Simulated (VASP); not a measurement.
Wanted: the native input for a VASP 6.6.1 run.

```yaml
Task: single point
Functional: PBE
Dispersion: D3(BJ)
Potentials_or_basis: VASP PAW PBE potentials, release 64 (S, W_sv)
Cutoff: 520 eV
k_mesh: 9 × 9 × 1
Occupations: gaussian, width 0.05 eV
Spin: no spin polarisation
Dipole_correction: yes
Further_INCAR_settings: ALGO = Normal; EDIFF = 1e-06; NBANDS = 35
```

The structure of WS2 lies in POSCAR:

```
WS2
1.0
    3.1595457497      0.0000000000      0.0000000000
   -1.5797728749      2.7362468836      0.0000000000
    0.0000000000      0.0000000000     23.8042575719
S W
4 2
Direct
    0.3333333333      0.6666666667      0.1890418126
    0.3333333333      0.6666666667      0.3214605103
    0.6666666667      0.6666666667      0.4785752612
    0.6666666667      0.6666666667      0.6109939589
    0.6666666667      0.3333333333      0.2552511581
    0.3333333333      1.0000000000      0.5447846067
```

This cell differs from its parent crystal: layers slid over each other.

One way to write it, as run:

INCAR

```
SYSTEM = WS2
ALGO = Normal
DIPOL = 0.5 0.5 0.400
EDIFF = 1E-6
ENCUT = 520
GGA = PE
IDIPOL = 3
ISIF = 2
ISMEAR = 0
IVDW = 12
LASPH = .True.
LCHARG = .False.
LDIPOL = .True.
LREAL = .False.
LWAVE = .False.
NBANDS = 35
NELM = 100
PREC = Accurate
SIGMA = 0.05
```

KPOINTS

```
k-points
0
Gamma
  9 9 1
  0 0 0
```

Potentials or basis: VASP PAW PBE potentials, release 64 (S, W_sv).

Command:

```sh
$ cat potpaw_PBE.64/S/POTCAR potpaw_PBE.64/W_sv/POTCAR > POTCAR
$ mpirun -np 1 vasp_std > vasp.out
```

It gave:

```
Largest force              : 0.061 eV/Å
Band gap on the k mesh     : 1.84 eV (least direct gap 1.91 eV)
Dispersion energy per atom : -0.345 eV
```

Caveat: the cell differs from its parent crystal (layers slid over each other); spin-orbit coupling is left out, which moves the levels of the heavy elements.

Run time: 10 min on 1 thread of AMD EPYC 7R13, with other jobs on the host, peak memory 0.42 GiB.
